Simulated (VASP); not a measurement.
Wanted: the native input for a VASP 6.6.1 run.

```
Task                   : single point
Functional             : PBEsol
Potentials or basis    : VASP PAW PBE potentials, release 64 (Al, Ni)
Cutoff                 : 520 eV
k mesh                 : 4 × 4 × 4
Occupations            : gaussian, width 0.1 eV
Spin                   : no spin polarisation
Dipole correction      : no
Further INCAR settings : ALGO = Fast; EDIFF = 1e-07; NBANDS = 24
```

The structure of AlNi3 lies in POSCAR:

```
AlNi3
1.0
    3.5230547267      0.0000000000      0.0000000000
    0.0000000000      3.5230547267      0.0000000000
    0.0000000000      0.0000000000      3.5230547267
Al Ni
1 3
Direct
    0.0000000000      0.0000000000      0.0000000000
    0.0000000000      0.5000000000      0.5000000000
    0.5000000000      0.0000000000      0.5000000000
    0.5000000000      0.5000000000      0.0000000000
```

These files were run (other wordings do the same):

INCAR

```
ALGO = Fast
EDIFF = 1E-7
ENCUT = 520
GGA = PS
ISIF = 2
ISMEAR = 0
LASPH = T
LCHARG = F
LREAL = F
LWAVE = F
NBANDS = 24
NELM = 100
PREC = Accurate
SIGMA = 0.1
```

KPOINTS

```
k-points
0
Gamma
  4 4 4
```

Potentials or basis: VASP PAW PBE potentials, release 64 (Al, Ni).

Launch:

```sh
$ cat potpaw_PBE.64/Al/POTCAR potpaw_PBE.64/Ni/POTCAR > POTCAR
$ mpirun -np 1 vasp_std > vasp.out
```

Results of the run:

- Pressure: -1.1 GPa

Caveat: the k points lie up to 0.45 Å⁻¹ apart; the PAW data sets were made with another functional, which shifts forces and pressure a little.

It took 9.7 s on 1 thread of Intel(R) Xeon(R) Platinum 8488C (Sapphire Rapids), with other jobs on the host, peak memory 0.15 GiB.
